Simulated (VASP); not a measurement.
Wanted: the native input for a VASP 6.6.1 run.

```
Task                   : single point
Functional             : PBE
Potentials or basis    : VASP PAW PBE potentials, release 64 (In_d, Bi_d, N)
Cutoff                 : 520 eV
k mesh                 : 6 × 6 × 6
Occupations            : gaussian, width 0.1 eV
Spin                   : no spin polarisation
Dipole correction      : no
Further INCAR settings : ALGO = Normal; EDIFF = 1e-06; NBANDS = 34
```

The structure of In2BiN2 lies in POSCAR:

```
In2BiN2
1.0
   -2.2028187272      2.2028187272      6.0049025794
    2.2028187272     -2.2028187272      6.0049025794
    2.2028187272      2.2028187272     -6.0049025794
In Bi N
2 1 2
Direct
    0.2500000000      0.7500000000      0.5000000000
    0.7500000000      0.2500000000      0.5000000000
    0.0000000000      0.0000000000      0.0000000000
    0.7835000348      0.7835000348      0.0000000000
    0.2164999652      0.2164999652      0.0000000000
```

One way to write it, as run:

INCAR

```
SYSTEM = In2BiN2
ALGO     = Normal         ! electronic algorithm
EDIFF    = 1E-6           ! SCF threshold, eV
ENCUT    = 520            ! plane-wave cutoff, eV
GGA      = PE             ! functional
ISIF     = 2              ! what is computed and relaxed
ISMEAR   = 0              ! smearing method
LASPH    = .TRUE.         ! aspherical terms in the spheres
LCHARG   = .TRUE.         ! write CHGCAR
LELF     = .TRUE.         ! ELF
LREAL    = .FALSE.        ! projectors in reciprocal space
LVHAR    = .TRUE.       
LWAVE    = .FALSE.        ! write WAVECAR
NBANDS   = 34             ! bands
NELM     = 100            ! most SCF steps
PREC     = Accurate       ! precision mode
SIGMA    = 0.1            ! smearing width, eV
```

KPOINTS

```
k-points
0
G
  6 6 6
  0 0 0
```

Potentials or basis: VASP PAW PBE potentials, release 64 (In_d, Bi_d, N).

Launch:

```sh
$ cat potpaw_PBE.64/In_d/POTCAR potpaw_PBE.64/Bi_d/POTCAR potpaw_PBE.64/N/POTCAR > POTCAR
$ mpirun -np 1 vasp_std > vasp.out
```

Results of the run:

```
Pressure               : 0.2 GPa
Band gap on the k mesh : zero (an odd number of electrons rules out a gap without spin polarisation)
```

Caveat: spin-orbit coupling is left out, which moves the levels of the heavy elements.

It took 2.7 min on 1 thread of Intel(R) Xeon(R) 6975P-C (Granite Rapids) (shared host), peak memory 0.39 GiB.
